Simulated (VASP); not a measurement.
Co:

```xyz
2
Lattice="2.4720 0.0000 0.0000 -1.2360 2.1408 0.0000 0.0000 0.0000 4.0211" Properties=species:S:1:pos:R:3 pbc="T T T"
Co    1.2360    0.7136    3.0159
Co    0.0000    1.4272    1.0053
```

- Program: VASP 6.6.1
- Task: relaxation of cell and atoms
- Functional: LDA
- Potentials or basis: VASP PAW LDA potentials, release 64 (Co_sv)
- Cutoff: 690 eV
- k mesh: 12 × 12 × 7
- Occupations: fermi-dirac, width 0.05 eV
- Spin: collinear spin, ferromagnetic start
- Starting moments: [2.0, 2.0] μB

At the start: pressure -16.0 GPa; volume 10.64 Å³/atom.

Question: How do energy, volume and symmetry change on relaxing?

Answer: Over 9 steps the energy falls by 35.9 meV/atom and the volume is 9.98 Å³/atom (-6.3 %); space group P6_3/mmc (No. 194, to 0.1 Å) before and after; moment 2.96 μB per cell.

The path:
```csv
step,energy change (eV),largest force (eV/Å),pressure (GPa),volume (Å³)
1,0.0000,0.0000,-16.00,21.28
2,0.0868,0.0000,29.14,18.17
3,-0.0713,0.0000,-0.79,20.00
4,-0.0714,0.0000,0.04,19.95
5,-0.0714,0.0000,0.39,19.92
6,-0.0717,0.0000,0.39,19.92
7,-0.0717,0.0000,0.39,19.92
8,-0.0717,0.0000,-0.47,19.98
9,-0.0717,0.0000,-0.01,19.95
```

Final structure:
```yaml
crystal:
  lattice:
    - [2.42591, 0.00000, 0.00000]
    - [-1.21295, 2.10090, 0.00000]
    - [0.00000, 0.00000, 3.91443]
  atoms:
    - { symbol: Co, position: [0.66667, 0.33333, 0.75000] }
    - { symbol: Co, position: [0.33333, 0.66667, 0.25000] }
```
